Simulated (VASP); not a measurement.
Runs of VASP 6.6.1 on KI. The structure is that of space group P6_3/mmc (No. 194), or close to it. The cells are those of the table. 

```csv
task,level,cell,cutoff (eV),smearing,gap on the mesh (eV),pressure (GPa)
relaxation of cell and atoms,PBE,"relaxed from a = 6.089, b = 6.089, c = 7.120 Å, angles 90.0, 90.0, 120.0°, 4 atoms",600,gaussian 0.01 eV,3.75,0.0
single point,PBE,"a = 6.089, b = 6.089, c = 7.120 Å, angles 90.0, 90.0, 120.0°, 4 atoms",520,gaussian 0.01 eV,3.75,0.0
single point,PBE,"a = 6.089, b = 6.089, c = 7.120 Å, angles 90.0, 90.0, 120.0°, 4 atoms",520,gaussian 0.02 eV,3.75,0.0
single point,r2SCAN,"a = 6.089, b = 6.089, c = 7.120 Å, angles 90.0, 90.0, 120.0°, 4 atoms",520,gaussian 0.02 eV,4.32,(a)
```

Alike in all rows: potentials or basis VASP PAW PBE potentials, release 64 (K_sv, I); no spin polarisation; k mesh 6 × 6 × 4.

Task: Estimate the missing entries.

Result: (a) -0.2.

Caveats: spin-orbit coupling is left out, which moves the levels of the heavy elements; the PAW data sets were made with another functional, which shifts forces and pressure a little (at least some runs).

A k mesh can miss the band edges, and the runs leave out spin-orbit coupling on I.
